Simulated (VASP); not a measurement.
# PbS in VASP: notebook

Runs on PbS. Level: PBE. Tasks: single point.

Everything below comes from runs of VASP 6.6.1. Logs are shortened: lines on timing, memory, paths and dates and some standing lists are left out, and cuts for length are marked.

### 1 The cell of the first run

The structure is trigonal, space group R-3m (No. 166). Conventional cell: a = 4.235 Å, b = 4.235 Å, c = 10.066 Å, α = 90.00°, β = 90.00°, γ = 120.00°. Pb (site symmetry -3m) has 6 S at 2.97 Å within 3.9 Å. Within 3.9 Å of S (site symmetry -3m) lie 6 Pb at 2.97 Å.

### 2 Single point, PBE (equal xy, yz and zx shear strains of -2 %)

The input, INCAR:

```
SYSTEM = PbS
PREC = Accurate
ENCUT = 520
EDIFF = 1E-7
ISMEAR = -1
SIGMA = 0.01
LREAL = .FALSE.
LASPH = .TRUE.
NELM = 60
ALGO = Normal
ISIF = 2
LWAVE = .FALSE.
LCHARG = .FALSE.
GGA = PE
NBANDS = 17
```

The input, KPOINTS:

```
Automatic mesh
0
G
  8 8 8
  0 0 0
```

The input, POSCAR:

```
PbS
1.0
   -0.0593000000      2.9353500000      2.9353500000
    2.9353500000     -0.0593000000      2.9353500000
    2.9353500000      2.9353500000     -0.0593000000
Pb S
1 1
Direct
    0.0000000000      0.0000000000      0.0000000000
    0.5000000000      0.5000000000      0.5000000000
```

Potentials or basis: VASP PAW PBE potentials, release 64 (Pb_d, S).

Run with:

```
$ cat potpaw_PBE.64/Pb_d/POTCAR potpaw_PBE.64/S/POTCAR > POTCAR
$ mpirun -np 1 vasp_std > vasp.out
```

OUTCAR:

```text
SYSTEM = PbS
   PREC = Accurate
   ENCUT = 520
   EDIFF = 1E-7
   ISMEAR = -1
   LREAL = .FALSE.
   LASPH = .TRUE.
   NELM = 60
   ISIF = 2
   GGA = PE

 ion  position               nearest neighbor table
   1  0.000  0.000  0.000-   2 2.97   2 2.97   2 2.97   2 2.97   2 2.97   2 2.97
   2  0.500  0.500  0.500-   1 2.97   1 2.97   1 2.97   1 2.97   1 2.97   1 2.97

  LATTYP: Found a trigonal (rhomboedric) cell.
 ALAT       =     4.1516353085
 COS(alpha) =     0.4797000918

  Lattice vectors:

 A1 = (  -0.0593000000,   2.9353500000,   2.9353500000)
 A2 = (   2.9353500000,  -0.0593000000,   2.9353500000)
 A3 = (   2.9353500000,   2.9353500000,  -0.0593000000)

Analysis of symmetry for initial positions (statically):
=====================================================================
 Subroutine PRICEL returns:
 Original cell was already a primitive cell.

 Routine SETGRP: Setting up the symmetry group for a
 trigonal (rhombohedral) supercell.

 Subroutine GETGRP returns: Found 12 space group operations
 (whereof 12 operations were pure point group operations)
 out of a pool of 12 trial point group operations.

The static configuration has the point symmetry D_3d.

Analysis of symmetry for dynamics (positions and initial velocities):
=====================================================================
 Subroutine PRICEL returns:
 Original cell was already a primitive cell.

 Routine SETGRP: Setting up the symmetry group for a
 trigonal (rhombohedral) supercell.

 Subroutine GETGRP returns: Found 12 space group operations
 (whereof 12 operations were pure point group operations)
 out of a pool of 12 trial point group operations.

The dynamic configuration has the point symmetry D_3d.

 Subroutine INISYM returns: Found 12 space group operations
 (whereof 12 operations are pure point group operations),
 and found     1 'primitive' translations

----------------------------------------------------------------------------------------

                                     Primitive cell

  volume of cell :      52.1162

  direct lattice vectors                    reciprocal lattice vectors
    -0.059300000  2.935350000  2.935350000    -0.165260701  0.168668138  0.168668138
     2.935350000 -0.059300000  2.935350000     0.168668138 -0.165260701  0.168668138
     2.935350000  2.935350000 -0.059300000     0.168668138  0.168668138 -0.165260701

  length of vectors
     4.151635309  4.151635309  4.151635309     0.290187838  0.290187838  0.290187838

  position of ions in fractional coordinates (direct lattice)
     0.000000000  0.000000000  0.000000000
     0.500000000  0.500000000  0.500000000

  ion indices of the primitive-cell ions
   primitive index   ion index
                 1           1
                 2           2

----------------------------------------------------------------------------------------

 KPOINTS: Automatic mesh

Automatic generation of k-mesh.
 Grid dimensions read from file:
 generate k-points for:    8    8    8

 Generating k-lattice:

  Cartesian coordinates                     Fractional coordinates (reciprocal lattice)
    -0.020657588  0.021083517  0.021083517     0.125000000  0.000000000  0.000000000
     0.021083517 -0.020657588  0.021083517     0.000000000  0.125000000  0.000000000
     0.021083517  0.021083517 -0.020657588     0.000000000  0.000000000  0.125000000

  Length of vectors
     0.036273480  0.036273480  0.036273480

  Shift w.r.t. Gamma in fractional coordinates (k-lattice)
     0.000000000  0.000000000  0.000000000

 Subroutine IBZKPT returns following result:
 ===========================================

 Found     65 irreducible k-points:

 Following reciprocal coordinates:
            Coordinates               Weight
  0.000000  0.000000  0.000000      1.000000
  0.125000  0.000000 -0.000000      6.000000
  0.250000  0.000000 -0.000000      6.000000
  0.375000 -0.000000 -0.000000      6.000000
  0.500000  0.000000 -0.000000      3.000000
  0.125000  0.125000 -0.000000      6.000000
[... 16 lines left out ...]
  0.250000  0.125000  0.125000      6.000000
  0.375000  0.125000  0.125000      6.000000
 [... further k-points ...]
   k-points           NKPTS =     65   k-points in BZ     NKDIM =     65   number of bands    NBANDS=     17
   number of dos      NEDOS =    301   number of ions     NIONS =      2
   total plane-waves  NPLWV =  32768
   dimension x,y,z NGX =    32 NGY =   32 NGZ =   32
   dimension x,y,z NGXF=    64 NGYF=   64 NGZF=   64
   ions per type =               1   1
   NGX,Y,Z   is equivalent  to a cutoff of  12.81, 12.81, 12.81 a.u.
   NGXF,Y,Z  is equivalent  to a cutoff of  25.63, 25.63, 25.63 a.u.
 SYSTEM =  PbS
   PREC   = accura    normal or accurate (medium, high low for compatibility)
   ISTART =      0    job   : 0-new  1-cont  2-samecut
   ICHARG =      2    charge: 1-file 2-atom 10-const
   ISPIN  =      1    spin polarized calculation?
   LNONCOLLINEAR =      F non collinear calculations
   LSORBIT =      F    spin-orbit coupling
   LASPH  =      T    aspherical Exc in radial PAW
   ENCUT  =  520.0 eV  38.22 Ry    6.18 a.u.   7.72  7.72  7.72*2*pi/ulx,y,z
   NELM   =     60;   NELMIN=  2; NELMDL= -5     # of ELM steps
   EDIFF  = 0.1E-06   stopping-criterion for ELM
   LREAL  =      F    real-space projection
   EDIFFG = 0.1E-05   stopping-criterion for IOM
   NSW    =      0    number of steps for IOM
   IBRION =     -1    ionic relax: 0-MD 1-quasi-New 2-CG
   NFREE  =      0    steps in history (QN), initial steepest desc. (CG)
   ISIF   =      2    stress and relaxation
   ISYM   =      2    0-nonsym 1-usesym 2-fastsym
   POTIM  = 0.5000    time-step for ionic-motion
   TEBEG  =    0.0;   TEEND  =   0.0 temperature during run
   PSTRESS=    0.0 pullay stress
   NELECT =      20.0000    total number of electrons
   NUPDOWN=      -1.0000    fix difference up-down
   EMIN   =  10.00;   EMAX   =-10.00  energy-range for DOS
   EFERMI =   0.00;   METHOD = LEGACY
   ISMEAR =    -1;   SIGMA  =   0.01  broadening in eV -4-tet -1-fermi 0-gaus
   EFERMI_NEDOS =   21; number of points for ismear=-14 and -15
   IALGO  =     38    algorithm
   IMIX   =      4    mixing-type and parameters
     AMIX     =   0.40;   BMIX     =  1.00
     AMIX_MAG =   1.60;   BMIX_MAG =  1.00
  volume/ion in A,a.u.               =      26.06       175.85
  Fermi-wavevector in a.u.,A,eV,Ry     =   1.189672  2.248154 19.256586  1.415319
  Thomas-Fermi vector in A             =   2.325774
   LORBIT       =      0    0 simple, 1 ext, 2 COOP (PROOUT), +10 PAW based schemes
   GGA     = PE    functional components
   LHFCALC =     F    Hartree Fock is set to
   AEXX    =    0.0000 exact exchange contribution
   IVDW    =     0    specifies the selected vdW correction
   LEPSILON=     F    determine dielectric tensor
   LRPA    =     F    only Hartree local field effects (RPA)
 non-spin polarized calculation
  energy-cutoff  :      520.00
  volume of cell :       52.12
 maximum number of plane-waves:      1417
   NGX = 15   NGY = 15   NGZ = 15

 number of electron      20.0000001 magnetization

 Free energy of the ion-electron system (eV)
  ---------------------------------------------------
  ext. energy  EPLUGINS =         0.00000000
  ---------------------------------------------------
  free energy    TOTEN  =        -8.75154601 eV

  energy without entropy =       -8.75154573  energy(sigma->0) =       -8.75154587

 E-fermi :   5.9649     XC(G=0):  -9.6881

 val. band max:        5.8751799941   @ k =   0.5000   0.0000  -0.0000
 cond. band min:       6.0435981958   @ k =   0.5000   0.5000   0.5000
 fundamental gap:      0.1684182018
 Fermi energy:         5.9648834737

 k-point     1 :       0.0000    0.0000    0.0000
  band No.  band energies     occupation
      1     -10.9944      2.00000
      2     -10.9944      2.00000
      3     -10.9941      2.00000
      4     -10.9727      2.00000
      5     -10.9727      2.00000
      6      -7.7686      2.00000
[... 9 lines left out ...]
     16      12.8414      0.00000
     17      14.5108      0.00000

 k-point     2 :       0.1250    0.0000   -0.0000
  band No.  band energies     occupation
      1     -10.9950      2.00000
      2     -10.9944      2.00000
      3     -10.9885      2.00000
      4     -10.9747      2.00000
      5     -10.9708      2.00000
      6      -7.6367      2.00000
[... 9 lines left out ...]
     16      13.1583      0.00000
     17      15.6516      0.00000

 k-point     3 :       0.2500    0.0000   -0.0000
  band No.  band energies     occupation
      1     -11.0024      2.00000
      2     -10.9971      2.00000
      3     -10.9845      2.00000
      4     -10.9675      2.00000
      5     -10.9601      2.00000
      6      -7.2701      2.00000
[... 9 lines left out ...]
     16      14.0094      0.00000
     17      17.6501      0.00000

 k-point     4 :       0.3750   -0.0000   -0.0000
  band No.  band energies     occupation
      1     -11.0124      2.00000
      2     -11.0037      2.00000
      3     -10.9855      2.00000
      4     -10.9518      2.00000
      5     -10.9468      2.00000
      6      -6.7936      2.00000
[... 9 lines left out ...]
     16      15.2251      0.00000
     17      17.5561      0.00000

 k-point     5 :       0.5000    0.0000   -0.0000
  band No.  band energies     occupation
      1     -11.0167      2.00000
      2     -11.0070      2.00000
      3     -10.9857      2.00000
      4     -10.9451      2.00000
      5     -10.9411      2.00000
      6      -6.5362      2.00000
[... 9 lines left out ...]
     16      15.8670      0.00000
     17      16.6284      0.00000

 k-point     6 :       0.1250    0.1250   -0.0000
  band No.  band energies     occupation
      1     -10.9990      2.00000
      2     -10.9895      2.00000
      3     -10.9857      2.00000
      4     -10.9806      2.00000
      5     -10.9688      2.00000
      6      -7.5884      2.00000
[... 9 lines left out ...]
     16      13.8106      0.00000
     17      15.1502      0.00000

 k-point     7 :       0.2500    0.1250   -0.0000
  band No.  band energies     occupation
      1     -11.0091      2.00000
      2     -10.9945      2.00000
      3     -10.9820      2.00000
      4     -10.9720      2.00000
      5     -10.9610      2.00000
      6      -7.2926      2.00000
[... 9 lines left out ...]
     16      14.6355      0.00000
     17      16.3124      0.00000

 k-point     8 :       0.3750    0.1250    0.0000
  band No.  band energies     occupation
      1     -11.0230      2.00000
      2     -10.9950      2.00000
      3     -10.9852      2.00000
      4     -10.9602      2.00000
      5     -10.9479      2.00000
      6      -6.8395      2.00000
[... 9 lines left out ...]
     16      15.7085      0.00000
     17      17.5437      0.00000
[... 203 lines left out ...]
      1     -11.1121      2.00000
      2     -11.0114      2.00000
      3     -10.9567      2.00000
      4     -10.9367      2.00000
      5     -10.9350      2.00000
      6      -6.1662      2.00000
[... 9 lines left out ...]
     16      17.3954      0.00000
     17      17.7447      0.00000

 k-point    20 :      -0.3750    0.3750    0.0000
  band No.  band energies     occupation
      1     -11.0922      2.00000
      2     -10.9967      2.00000
      3     -10.9674      2.00000
      4     -10.9449      2.00000
      5     -10.9413      2.00000
      6      -6.1063      2.00000
[... 9 lines left out ...]
     16      16.8270      0.00000
     17      18.3918      0.00000

 k-point    21 :       0.5000    0.5000   -0.0000
  band No.  band energies     occupation
      1     -11.1310      2.00000
      2     -11.0182      2.00000
      3     -10.9498      2.00000
      4     -10.9334      2.00000
      5     -10.9281      2.00000
      6      -6.0912      2.00000
[... 9 lines left out ...]
     16      17.9038      0.00000
     17      18.1308      0.00000

 k-point    22 :       0.1250    0.1250    0.1250
  band No.  band energies     occupation
      1     -10.9938      2.00000
      2     -10.9869      2.00000
      3     -10.9869      2.00000
      4     -10.9776      2.00000
      5     -10.9776      2.00000
      6      -7.6306      2.00000
[... 9 lines left out ...]
     16      12.8333      0.00000
     17      15.8149      0.00000

 k-point    23 :       0.2500    0.1250    0.1250
  band No.  band energies     occupation
      1     -10.9946      2.00000
      2     -10.9916      2.00000
      3     -10.9829      2.00000
      4     -10.9775      2.00000
      5     -10.9705      2.00000
      6      -7.4139      2.00000
[... 9 lines left out ...]
     16      14.1316      0.00000
     17      15.4234      0.00000

 k-point    24 :       0.3750    0.1250    0.1250
  band No.  band energies     occupation
      1     -11.0026      2.00000
      2     -11.0002      2.00000
      3     -10.9864      2.00000
      4     -10.9632      2.00000
      5     -10.9578      2.00000
      6      -6.9961      2.00000
[... 9 lines left out ...]
     16      15.6360      0.00000
     17      16.5901      0.00000

 [... further k-points ...]
[... 5 lines left out ...]
  --------------------------------------------------------------------------------------
  -------------------------------------------------------------------------------------
  Total        0.7163178      0.7163178      0.7163178      0.1216908      0.1216908      0.1216908
  in kB       22.0213234     22.0213234     22.0213234      3.7410652      3.7410652      3.7410652
  external PRESSURE =      22.0213234 kB  Pullay stress =       0.0000000 kB

 VOLUME and BASIS-vectors are now :
 -----------------------------------------------------------------------------
  energy-cutoff  :      520.00
  volume of cell :       52.12
      direct lattice vectors                 reciprocal lattice vectors
    -0.059300000  2.935350000  2.935350000    -0.165260701  0.168668138  0.168668138
     2.935350000 -0.059300000  2.935350000     0.168668138 -0.165260701  0.168668138
     2.935350000  2.935350000 -0.059300000     0.168668138  0.168668138 -0.165260701

 POSITION                                       TOTAL-FORCE (eV/Angst)
 -----------------------------------------------------------------------------------
      0.00000      0.00000      0.00000         0.000000      0.000000      0.000000
      2.90570      2.90570      2.90570         0.000000      0.000000     -0.000000
 -----------------------------------------------------------------------------------
    total drift:                                0.000000     -0.000000     -0.000000

  FREE ENERGIE OF THE ION-ELECTRON SYSTEM (eV)
  ---------------------------------------------------
  free  energy   TOTEN  =        -8.7515460080 eV

  energy  without entropy=       -8.7515457273  energy(sigma->0) =       -8.75154587
```

Run time: 17 s. Hardware: 1 thread of Intel Xeon 6975P-C (Granite Rapids), shared host; peak memory 0.21 GiB.

Results:

```
Free energy            : -8.7515 eV
Pressure               : 2.2 GPa
Band gap on the k mesh : 0.17 eV, indirect (least direct gap 0.33 eV)
```

Caveat: the cell differs from its parent crystal (equal xy, yz and zx shear strains of -2 %); spin-orbit coupling is left out, which moves the levels of the heavy elements.

### 3 Single point, PBE (equal xy, yz and zx shear strains of +1 %)

The input, INCAR:

```
PREC     = Accurate       # precision mode
ENCUT    = 520            # plane-wave cutoff, eV
EDIFF    = 1E-6           # SCF threshold, eV
ISMEAR   = -1             # smearing method
SIGMA    = 0.01           # smearing width, eV
LREAL    = False          # projectors in reciprocal space
LASPH    = True           # aspherical terms in the spheres
NELM     = 100            # most SCF steps
ALGO     = Normal         # electronic algorithm
ISIF     = 2              # what is computed and relaxed
LWAVE    = False          # write WAVECAR
LCHARG   = True           # write CHGCAR
GGA      = PE             # functional
LELF     = True           # ELF
LVHAR    = True         
NBANDS   = 17             # bands
```

The input, KPOINTS:

```
Automatic mesh
0
Gamma
  8 8 8
```

The input, POSCAR:

```
PbS
1.0
    0.0296500000      2.9798250000      2.9798250000
    2.9798250000      0.0296500000      2.9798250000
    2.9798250000      2.9798250000      0.0296500000
Pb S
1 1
Direct
    0.0000000000      0.0000000000      0.0000000000
    0.5000000000      0.5000000000      0.5000000000
```

Potentials or basis: VASP PAW PBE potentials, release 64 (Pb_d, S).

Run with:

```
$ cat potpaw_PBE.64/Pb_d/POTCAR potpaw_PBE.64/S/POTCAR > POTCAR
$ mpirun -np 1 vasp_std > vasp.out
```

Wall time 16 s (1 thread of Intel Xeon 6975P-C (Granite Rapids), shared host); peak memory 0.2 GiB.

The run converged. Its results:

| Property | Result |
| --- | --- |
| Free energy | -8.7545 eV |
| Pressure | 2.2 GPa |
| Band gap on the k mesh | 0.27 eV, indirect (least direct gap 0.35 eV) |

Stress tensor (GPa, compression positive):
```
 2.19 -0.20 -0.20
-0.20  2.19 -0.20
-0.20 -0.20  2.19
```

Levels at points of the mesh, in eV from the valence-band top:
```tsv
k point	band 7	band 8	band 9	band 10	band 11	band 12	band 13	band 14
(0.00, 0.00, 0.00)	-6.10	-2.31	-2.20	-2.20	5.15	5.15	5.16	6.54
(0.50, 0.00, 0.00)	-8.89	-1.88	-1.84	-0.08	0.27	1.85	1.90	8.61
(0.50, 0.50, 0.00)	-7.26	-5.26	-3.55	-3.46	3.80	5.47	5.62	5.68
(0.50, 0.50, 0.50)	-8.97	-1.81	-1.81	0.00	0.38	1.99	1.99	8.59
```

Caveat: the cell differs from its parent crystal (equal xy, yz and zx shear strains of +1 %); spin-orbit coupling is left out, which moves the levels of the heavy elements. A k mesh can miss the band edges.

### 4 Single point, PBE (equal xy, yz and zx shear strains of +3 %)

The input, INCAR:

```
SYSTEM = PbS
PREC     = Accurate       ! precision mode
ENCUT    = 520            ! plane-wave cutoff, eV
EDIFF    = 1E-6           ! SCF threshold, eV
ISMEAR   = -1             ! smearing method
SIGMA    = 0.01           ! smearing width, eV
LREAL    = .FALSE.        ! projectors in reciprocal space
LASPH    = .TRUE.         ! aspherical terms in the spheres
NELM     = 80             ! most SCF steps
ALGO     = Normal         ! electronic algorithm
ISIF     = 2              ! what is computed and relaxed
LWAVE    = .FALSE.        ! write WAVECAR
LCHARG   = .FALSE.        ! write CHGCAR
GGA      = PE             ! functional
NBANDS   = 17             ! bands
```

The input, KPOINTS:

```
Automatic mesh
0
G
  8 8 8
  0 0 0
```

The input, POSCAR:

```
PbS
1.0
    0.0889500000      3.0094750000      3.0094750000
    3.0094750000      0.0889500000      3.0094750000
    3.0094750000      3.0094750000      0.0889500000
Pb S
1 1
Direct
    0.0000000000      0.0000000000      0.0000000000
    0.5000000000      0.5000000000      0.5000000000
```

Run with:

```
$ cat potpaw_PBE.64/Pb_d/POTCAR potpaw_PBE.64/S/POTCAR > POTCAR
$ mpirun -np 1 vasp_std > vasp.out
```

It took 16 s on 1 thread of Intel Xeon 6975P-C (Granite Rapids), shared host; peak memory 0.2 GiB.

It converged, with:

- Free energy: -8.7462 eV
- Pressure: 2.2 GPa
- Band gap on the k mesh: 0.08 eV, indirect (least direct gap 0.31 eV)

Stress tensor (GPa, compression positive):
```
 2.18 -0.62 -0.62
-0.62  2.18 -0.62
-0.62 -0.62  2.18
```

Levels at points of the mesh, in eV from the valence-band top:
```
           k point  band 7  band 8  band 9  band 10  band 11  band 12  band 13  band 14
(0.00, 0.00, 0.00)   -6.22   -2.57   -2.23    -2.23     5.05     5.05     5.06     6.20
(0.50, 0.00, 0.00)   -8.97   -2.05   -1.93    -0.23     0.08     1.65     1.80     8.50
(0.50, 0.50, 0.00)   -7.38   -5.38   -3.75    -3.47     3.70     5.18     5.49     5.73
(0.50, 0.50, 0.50)   -9.19   -1.84   -1.84     0.00     0.43     2.05     2.05     8.47
```

Caveat: the cell differs from its parent crystal (equal xy, yz and zx shear strains of +3 %); spin-orbit coupling is left out, which moves the levels of the heavy elements. A k mesh can miss the band edges.

[end of part 1 of 2]
